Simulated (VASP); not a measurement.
A run of VASP 6.6.1 is set up as follows.

File INCAR:

```
PREC = Accurate ; ENCUT = 520
EDIFF = 1E-6 ; ISMEAR = -1
SIGMA = 0.05 ; LREAL = F
LASPH = T ; NELM = 60
ALGO = Normal ; ISIF = 2
LWAVE = F ; LCHARG = F
GGA = PS ; NBANDS = 12
```

File KPOINTS:

```
regular mesh
0
Gamma
  14 14 14
```

File POSCAR:

```
Zr
1.0
    2.7422789273      0.0000000000      0.0000000000
    0.0000000000      2.7422789273      0.0000000000
    0.0000000000      0.0000000000      2.7422789273
Zr
1
Direct
    0.0000000000      0.0000000000      0.0000000000
```

Potentials or basis: VASP PAW PBE potentials, release 64 (Zr_sv).

Command:

```console
$ cat potpaw_PBE.64/Zr_sv/POTCAR > POTCAR
$ mpirun -np 1 vasp_std > vasp.out
```

Problem. Predict the band gap on the k mesh.

Solution. Zero (band 6 reaches 10.93 eV, above the bottom of band 7 at 7.74 eV).

Problem. What does it give for the pressure?

Solution. 13.2 GPa.

Caveat: the PAW data sets were made with another functional, which shifts forces and pressure a little.
